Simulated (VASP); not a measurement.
Runs of VASP 6.6.1 on Si. The structure is that of space group P6_3/mmc (No. 194), or close to it. The cells are those of the table. This isn't the form of Si at room conditions, which is diamond.

| cell | gap on the mesh (eV) | pressure (GPa) | largest force (eV/Å) |
| --- | --- | --- | --- |
| a = 3.745, b = 3.745, c = 6.289 Å, angles 90.0, 90.0, 120.0°, 4 atoms | 0.27 | 3.2 | 0.20 |
| a = 4.030, b = 4.030, c = 6.289 Å, angles 90.0, 90.0, 120.0°, 4 atoms | 0.08 | -8.3 | 0.49 |
| a = 3.631, b = 3.631, c = 6.289 Å, angles 90.0, 90.0, 120.0°, 4 atoms | 0.24 | (a) | 0.71 |
| a = 4.002, b = 4.002, c = 6.289 Å, angles 90.0, 90.0, 120.0°, 4 atoms | 0.19 | -7.6 | 0.45 |
| a = 3.916, b = 3.916, c = 6.289 Å, angles 90.0, 90.0, 120.0°, 4 atoms | 0.25 | -4.9 | 0.30 |
| a = 3.688, b = 3.688, c = 6.289 Å, angles 90.0, 90.0, 120.0°, 4 atoms | 0.26 | (b) | 0.43 |
| a = 3.973, b = 3.973, c = 6.289 Å, angles 90.0, 90.0, 120.0°, 4 atoms | 0.24 | -6.7 | 0.41 |
| a = 3.859, b = 3.859, c = 6.289 Å, angles 90.0, 90.0, 120.0°, 4 atoms | 0.26 | (c) | 0.16 |

Alike in all rows: task single point; level LDA; potentials or basis VASP PAW LDA potentials, release 64 (Si); no spin polarisation; k mesh 12 × 12 × 6; cutoff (eV) 520; smearing gaussian 0.03 eV.

Problem. Fill in the values left out.

Solution. (a) 11.2; (b) 6.9; (c) -2.6.

Caveats: the cell stands under tension (at least some runs); the cell stands under pressure (at least some runs).

A k mesh can miss the band edges.
